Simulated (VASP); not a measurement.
# B32HN32 (a cell with a defect) in VASP: notebook, part 2 of 2

VASP 6.6.1. The steps go on from the part before.

## (3) Relaxation of the atoms, PBEsol

INCAR reads:

```
ALGO = Normal
EDIFF = 1E-7
EDIFFG = -0.03
ENCUT = 520
GGA = PS
GGA_COMPAT = False
IBRION = 2
ISIF = 2
ISMEAR = -1
ISYM = -1
LASPH = True
LCHARG = False
LREAL = Auto
LWAVE = False
NELECT = 258.0
NELM = 120
NELMIN = 4
NSW = 100
PREC = Accurate
SIGMA = 0.05
```

KPOINTS reads:

```
explicit points
1
Reciprocal
  0.25000000   0.25000000   0.25000000 1
```

POSCAR reads:

```
B32HN32
1.0
    7.2115910000      0.0000000000      0.0000000000
    0.0000000000      7.2115910000      0.0000000000
    0.0000000000      0.0000000000      7.2115910000
B N H
32 32 1
Direct
    0.0006760000      0.9993000000      0.0023350000
    0.9998290000      0.9962880000      0.4993910000
    0.0057030000      0.4991620000      0.9989730000
    0.0024270000      0.5029610000      0.4987370000
    0.5012570000      0.9979840000      0.9997260000
    0.4998590000      0.0030490000      0.5008230000
    0.4964590000      0.5023580000      0.9963720000
    0.5023430000      0.5012660000      0.5007440000
    0.2503060000      0.2470170000      0.9998680000
    0.2460920000      0.2488710000      0.4997880000
    0.2503970000      0.7489460000      0.9997530000
    0.2484900000      0.7491430000      0.4998680000
    0.7482930000      0.2481420000      0.0013530000
    0.7460740000      0.2509230000      0.4948700000
    0.7438770000      0.7458140000      0.0014130000
    0.7452060000      0.7473040000      0.4986980000
    0.2536460000      0.0000890000      0.2511120000
    0.2500720000      0.0008150000      0.7491480000
    0.2481090000      0.4976470000      0.2481110000
    0.2495040000      0.4940780000      0.7526750000
    0.7551930000      0.9973960000      0.2459200000
    0.7510670000      0.0069820000      0.7457940000
    0.7485140000      0.5001970000      0.2562830000
    0.7501550000      0.4972150000      0.7468960000
    0.0024750000      0.2495940000      0.2547890000
    0.0008020000      0.2473170000      0.7483580000
    0.0004000000      0.7482620000      0.2528390000
    0.9993390000      0.7505260000      0.7491350000
    0.5034570000      0.2461390000      0.2515040000
    0.4966020000      0.2516080000      0.7530760000
    0.4975910000      0.7454400000      0.2548010000
    0.5034750000      0.7488370000      0.7515770000
    0.1245350000      0.1218800000      0.1230920000
    0.1219920000      0.1271600000      0.6192180000
    0.1191750000      0.6268230000      0.1263940000
    0.1279410000      0.6275410000      0.6278360000
    0.6286670000      0.1204440000      0.1296710000
    0.6254360000      0.1263310000      0.6244420000
    0.6272780000      0.6229590000      0.1196170000
    0.6226810000      0.6244300000      0.6245800000
    0.3738260000      0.3723800000      0.1283590000
    0.3739480000      0.3743610000      0.6255020000
    0.3759590000      0.8736180000      0.1248400000
    0.3740310000      0.8756730000      0.6218710000
    0.8731160000      0.3723940000      0.1218960000
    0.8754760000      0.3720990000      0.6268440000
    0.8748100000      0.8730630000      0.1240830000
    0.8722260000      0.8800480000      0.6234560000
    0.3790560000      0.1292430000      0.3770930000
    0.3747000000      0.1311760000      0.8775770000
    0.3768410000      0.6221660000      0.3807520000
    0.3692890000      0.6233930000      0.8741310000
    0.8726260000      0.1281080000      0.3760660000
    0.8718330000      0.1232720000      0.8751300000
    0.8724290000      0.6252610000      0.3739330000
    0.8746750000      0.6261950000      0.8719980000
    0.1269470000      0.3761350000      0.3757440000
    0.1252640000      0.3749640000      0.8760940000
    0.1256730000      0.8697550000      0.3680980000
    0.1224570000      0.8780150000      0.8725650000
    0.6233940000      0.3783230000      0.3761200000
    0.6293880000      0.3757970000      0.8736570000
    0.6267920000      0.8795960000      0.3714940000
    0.6237480000      0.8726150000      0.8748430000
    0.3752160000      0.3745400000      0.3770480000
```

Potentials or basis: VASP PAW PBE potentials, release 64 (B, N, H).

Started as:

```
cat potpaw_PBE.64/B/POTCAR potpaw_PBE.64/N/POTCAR potpaw_PBE.64/H/POTCAR > POTCAR
mpirun -np 1 vasp_std > vasp.out
```

OUTCAR:

```text
EDIFF = 1E-7
   EDIFFG = -0.03
   ENCUT = 520
   GGA = PS
   IBRION = 2
   ISIF = 2
   ISMEAR = -1
   ISYM = -1
   LASPH = True
   LREAL = Auto
   NELECT = 258.0
   NELM = 120
   NELMIN = 4
   NSW = 100
   PREC = Accurate

 ion  position               nearest neighbor table
   1  0.001  0.999  0.002-  33 1.53  60 1.55  47 1.56  54 1.58
   2  1.000  0.996  0.499-  48 1.53  34 1.55  53 1.59  59 1.60
   3  0.006  0.499  0.999-  58 1.53  35 1.54  45 1.59  56 1.60
   4  0.002  0.503  0.499-  57 1.56  55 1.57  36 1.58  46 1.61
   5  0.501  0.998  1.000-  64 1.55  43 1.56  37 1.58  50 1.59
   6  0.500  0.003  0.501-  49 1.54  38 1.55  44 1.56  63 1.58
[... 56 lines left out ...]
  63  0.627  0.880  0.371-  21 1.55  16 1.58   6 1.58  31 1.59
  64  0.624  0.873  0.875-  32 1.53   5 1.55  15 1.56  22 1.63
  65  0.375  0.375  0.377-

IMPORTANT INFORMATION: All symmetrisations will be switched off!
NOSYMM: (Re-)initialisation of all symmetry stuff for point group C_1.

----------------------------------------------------------------------------------------

                                     Primitive cell

  volume of cell :     375.0535

  direct lattice vectors                    reciprocal lattice vectors
     7.211591000  0.000000000  0.000000000     0.138665656  0.000000000  0.000000000
     0.000000000  7.211591000  0.000000000     0.000000000  0.138665656  0.000000000
     0.000000000  0.000000000  7.211591000     0.000000000  0.000000000  0.138665656

  length of vectors
     7.211591000  7.211591000  7.211591000     0.138665656  0.138665656  0.138665656

  position of ions in fractional coordinates (direct lattice)
     0.000676000  0.999300000  0.002335000
     0.999829000  0.996288000  0.499391000
     0.005703000  0.499162000  0.998973000
     0.002427000  0.502961000  0.498737000
     0.501257000  0.997984000  0.999726000
     0.499859000  0.003049000  0.500823000
[... 310 lines left out ...]
 cond. band min:      12.9410873763   @ k =   0.2500   0.2500   0.2500
 fundamental gap:      4.4777464991
 Fermi energy:         9.6860848161

 k-point     1 :       0.2500    0.2500    0.2500
  band No.  band energies     occupation
      1     -12.5816      2.00000
      2     -11.6447      2.00000
      3     -11.6015      2.00000
      4     -11.5539      2.00000
      5     -10.7066      2.00000
      6     -10.6507      2.00000
[... 133 lines left out ...]
    140      15.5664      0.00000
    141      15.6154      0.00000
 [bands above 141 left out]

------------------------ aborting loop because EDIFF is reached ----------------------------------------

  FORCE on cell =-STRESS in cart. coord.  units (eV):
  Direction    XX          YY          ZZ          XY          YZ          ZX
  --------------------------------------------------------------------------------------
  -------------------------------------------------------------------------------------
  Total       27.3861817     27.0063068     27.7132163     -4.0744723     -3.9056366     -2.9976480
  in kB      116.9900168    115.3672433    118.3870640    -17.4055877    -16.6843445    -12.8055415
  external PRESSURE =     116.9147747 kB  Pullay stress =       0.0000000 kB
[... 179 lines left out ...]
  FREE ENERGIE OF THE ION-ELECTRON SYSTEM (eV)
  ---------------------------------------------------
  free  energy   TOTEN  =      -574.8905888503 eV

  energy  without entropy=     -574.8905888503  energy(sigma->0) =     -574.89058885

[... ionic steps 4 to 9 ...]

--------------------------------------- Ionic step       10  -------------------------------------------

 number of electron     258.0000099 magnetization

------------------------ aborting loop because EDIFF is reached ----------------------------------------
[... 193 lines left out ...]
--------------------------------------- Ionic step       12  -------------------------------------------

 number of electron     258.0000098 magnetization

 Free energy of the ion-electron system (eV)
  ---------------------------------------------------
  ext. energy  EPLUGINS =         0.00000000
  ---------------------------------------------------
  free energy    TOTEN  =      -575.17551329 eV

  energy without entropy =     -575.17551329  energy(sigma->0) =     -575.17551329

 E-fermi :  10.9368     XC(G=0): -13.1017

 val. band max:        9.7447170609   @ k =   0.2500   0.2500   0.2500
 cond. band min:      12.9539415865   @ k =   0.2500   0.2500   0.2500
 fundamental gap:      3.2092245256
 Fermi energy:        10.9368430706

 k-point     1 :       0.2500    0.2500    0.2500
  band No.  band energies     occupation
      1     -12.5257      2.00000
      2     -11.5301      2.00000
      3     -11.5268      2.00000
      4     -11.5232      2.00000
      5     -10.5843      2.00000
      6     -10.5793      2.00000
[... 133 lines left out ...]
    140      15.6959      0.00000
    141      15.7027      0.00000
 [bands above 141 left out]

------------------------ aborting loop because EDIFF is reached ----------------------------------------

  FORCE on cell =-STRESS in cart. coord.  units (eV):
  Direction    XX          YY          ZZ          XY          YZ          ZX
  --------------------------------------------------------------------------------------
  -------------------------------------------------------------------------------------
  Total       22.3532610     22.3525841     22.3630447     -3.4107792     -3.2006573     -3.3533657
  in kB       95.4900690     95.4871773     95.5318637    -14.5703817    -13.6727697    -14.3251189
  external PRESSURE =      95.5030367 kB  Pullay stress =       0.0000000 kB
[... 80 lines left out ...]
  FREE ENERGIE OF THE ION-ELECTRON SYSTEM (eV)
  ---------------------------------------------------
  free  energy   TOTEN  =      -575.1755132917 eV

  energy  without entropy=     -575.1755132916  energy(sigma->0) =     -575.17551329

 reached required accuracy - stopping structural energy minimisation
```

OSZICAR:

```text
N       E                     dE             d eps       ncg     rms          rms(c)
DAV:   1     0.119031275262E+04    0.11903E+04   -0.14111E+05   324   0.158E+03
DAV:   2    -0.518958390482E+03   -0.17093E+04   -0.16474E+04   398   0.352E+02
DAV:   3    -0.603374896889E+03   -0.84417E+02   -0.83905E+02   392   0.825E+01
[... 123 lines left out ...]
DAV:   2    -0.575175550117E+03   -0.17086E-03   -0.26256E-03   400   0.142E-01    0.444E-02
DAV:   3    -0.575175519570E+03    0.30548E-04   -0.80109E-05   392   0.302E-02    0.240E-02
DAV:   4    -0.575175513177E+03    0.63932E-05   -0.35119E-05   400   0.171E-02    0.883E-03
DAV:   5    -0.575175513243E+03   -0.66568E-07   -0.40755E-06   392   0.620E-03    0.413E-03
DAV:   6    -0.575175513292E+03   -0.48545E-07   -0.52346E-07   336   0.220E-03
  12 F= -.57517551E+03 E0= -.57517551E+03  d E =-.679805E-03
```

CONTCAR:

```text
B32HN32
   1.00000000000000
     7.2115910000000003    0.0000000000000000    0.0000000000000000
     0.0000000000000000    7.2115910000000003    0.0000000000000000
     0.0000000000000000    0.0000000000000000    7.2115910000000003
  B               N               H
    32    32     1
Direct
     0.9997011839289011    0.9995188031823571    0.9997349722628621
     0.0001961428137141    0.0000542635313167    0.5000815992011293
     0.0000775513306647    0.4997835318009897    0.0002180097068392
     0.9970934998992075    0.4995189249822852    0.4997676343613378
     0.4998319608008653    0.9997527264567726    0.0000811356517819
     0.4996105362164227    0.9971104136387067    0.4997108167996582
[... 57 lines left out ...]
     0.6248877319769636    0.8746891207376595    0.8749523526530945
     0.3741762502920544    0.3747356158844693    0.3757697383082588

  0.00000000E+00  0.00000000E+00  0.00000000E+00
  0.00000000E+00  0.00000000E+00  0.00000000E+00
  0.00000000E+00  0.00000000E+00  0.00000000E+00
  0.00000000E+00  0.00000000E+00  0.00000000E+00
  0.00000000E+00  0.00000000E+00  0.00000000E+00
  0.00000000E+00  0.00000000E+00  0.00000000E+00
[... 57 lines left out ...]
  0.00000000E+00  0.00000000E+00  0.00000000E+00
  0.00000000E+00  0.00000000E+00  0.00000000E+00
```

Run time: 17 min. Hardware: 1 thread of AMD EPYC 7R13 (Zen 3), shared host; peak memory 0.43 GiB.

Results:

```
Free energy                  : -575.1755 eV
Energy gained by relaxing    : 38.8 meV/atom
Ionic steps                  : 12
Largest force after relaxing : 0.023 eV/Å
```

Forces on the atoms (eV/Å):
```
B    0.002  0.011  0.015
B   -0.014 -0.011  0.013
B   -0.012  0.003  0.004
B   -0.009 -0.006 -0.010
B    0.004  0.002 -0.004
B   -0.007 -0.001  0.003
B    0.004 -0.007 -0.008
B   -0.002 -0.009 -0.018
B    0.010  0.005 -0.004
B    0.004 -0.004 -0.012
B    0.003  0.017 -0.003
B    0.005  0.009  0.000
B    0.008  0.006 -0.002
B   -0.004  0.003 -0.008
B   -0.015 -0.007  0.010
B    0.007  0.004  0.008
B    0.012 -0.008 -0.003
B    0.009 -0.010  0.001
B   -0.003 -0.002 -0.008
B    0.017 -0.009  0.001
B   -0.002 -0.008 -0.003
B   -0.002  0.008 -0.014
B    0.004  0.005  0.000
B    0.003 -0.004  0.006
B   -0.014  0.011  0.004
B   -0.012 -0.004  0.003
B   -0.009  0.008  0.006
B    0.000 -0.004 -0.008
B   -0.006  0.006 -0.006
B   -0.002 -0.004  0.013
B   -0.004  0.007  0.000
B    0.011  0.009  0.002
N   -0.005  0.005  0.005
N   -0.001  0.006 -0.010
N    0.001  0.000  0.000
N    0.004 -0.006  0.001
N   -0.001 -0.003  0.011
N   -0.001 -0.007 -0.006
N   -0.004 -0.004  0.000
N   -0.006 -0.010  0.004
N   -0.008  0.006 -0.010
N   -0.008  0.000  0.002
N    0.000  0.002  0.007
N   -0.004  0.000 -0.006
N    0.009 -0.008  0.003
N    0.012 -0.002  0.008
N    0.007  0.003  0.002
N    0.006  0.000  0.008
N    0.008  0.000  0.007
N   -0.003  0.004  0.004
N   -0.003  0.002  0.004
N   -0.004 -0.006 -0.003
N    0.004  0.007  0.004
N    0.004 -0.004  0.004
N    0.002 -0.009  0.007
N    0.012  0.005 -0.008
N   -0.006  0.004  0.001
N    0.000  0.003 -0.003
N    0.004  0.003  0.001
N   -0.003 -0.004 -0.001
N    0.003 -0.004  0.009
N    0.004  0.006 -0.011
N   -0.006 -0.004  0.001
N    0.000 -0.005  0.001
H   -0.008  0.002 -0.013
```

Step by step:
```tsv
step	energy change (eV)	largest force (eV/Å)	pressure (GPa)
1	0.0000	3.5708	10.08
2	0.2861	4.1369	11.69
3	-2.2391	1.0176	9.66
4	-2.4102	0.8536	9.65
5	-2.4807	0.4828	9.61
6	-2.5022	0.3220	9.56
7	-2.5128	0.1732	9.57
8	-2.5204	0.1219	9.55
9	-2.5208	0.0952	9.55
10	-2.5233	0.0626	9.55
11	-2.5233	0.0593	9.55
12	-2.5240	0.0225	9.55
```

Final structure:
```
B N H
1.0
     7.21159    0.00000    0.00000
     0.00000    7.21159    0.00000
     0.00000    0.00000    7.21159
B N H
32 32 1
Direct
  0.99970 0.99952 0.99974
  0.00020 0.00005 0.50008
  0.00008 0.49978 0.00022
  0.99709 0.49952 0.49977
  0.49983 0.99975 0.00008
  0.49961 0.99711 0.49971
  0.49955 0.49946 0.99755
  0.49335 0.49337 0.49378
  0.24987 0.24970 0.99790
  0.25635 0.25636 0.49336
  0.24923 0.74907 0.00021
  0.24954 0.75166 0.49952
  0.74938 0.24917 0.00003
  0.75172 0.24945 0.49953
  0.74963 0.74946 0.99956
  0.74905 0.74897 0.49979
  0.24984 0.99752 0.25002
  0.24918 0.00001 0.74937
  0.25575 0.49351 0.25613
  0.24948 0.49929 0.75208
  0.74945 0.99980 0.24945
  0.74958 0.99932 0.74973
  0.75166 0.49919 0.24973
  0.74900 0.49961 0.74920
  0.99762 0.24974 0.25002
  0.00014 0.24914 0.74933
  0.00007 0.74909 0.24936
  0.99941 0.74952 0.74976
  0.49476 0.25448 0.25494
  0.49932 0.24953 0.75199
  0.49935 0.75163 0.24977
  0.49962 0.74889 0.74920
  0.12512 0.12496 0.12526
  0.12464 0.12447 0.62571
  0.12463 0.62537 0.12472
  0.12473 0.62481 0.62508
  0.62565 0.12437 0.12460
  0.62486 0.12473 0.62507
  0.62488 0.62479 0.12498
  0.62508 0.62500 0.62518
  0.37546 0.37486 0.11629
  0.37464 0.37463 0.63484
  0.37493 0.87487 0.12373
  0.37482 0.87472 0.62629
  0.87496 0.37483 0.12373
  0.87469 0.37474 0.62625
  0.87494 0.87478 0.12480
  0.87480 0.87474 0.62499
  0.37551 0.11563 0.37510
  0.37495 0.12346 0.87522
  0.37456 0.63422 0.37478
  0.37481 0.62601 0.87508
  0.87502 0.12346 0.37508
  0.87493 0.12460 0.87503
  0.87471 0.62604 0.37493
  0.87477 0.62475 0.87500
  0.11539 0.37525 0.37537
  0.12362 0.37482 0.87529
  0.12361 0.87492 0.37509
  0.12471 0.87481 0.87509
  0.63395 0.37424 0.37454
  0.62610 0.37471 0.87506
  0.62618 0.87471 0.37495
  0.62489 0.87469 0.87495
  0.37418 0.37474 0.37577
```

Levels at points of the mesh, in eV from the Fermi level:
```tsv
k point	band 127	band 128	band 129	band 130	band 131	band 132
(0.25, 0.25, 0.25)	-3.83	-3.82	-1.19	2.02	2.02	2.51
```

Caveat: the cell carries a net charge on a neutralising background, which shifts energy and pressure; the cell is charged against a uniform background, so pressure and absolute levels hang on convention; the PAW data sets were made with another functional, which shifts forces and pressure a little.
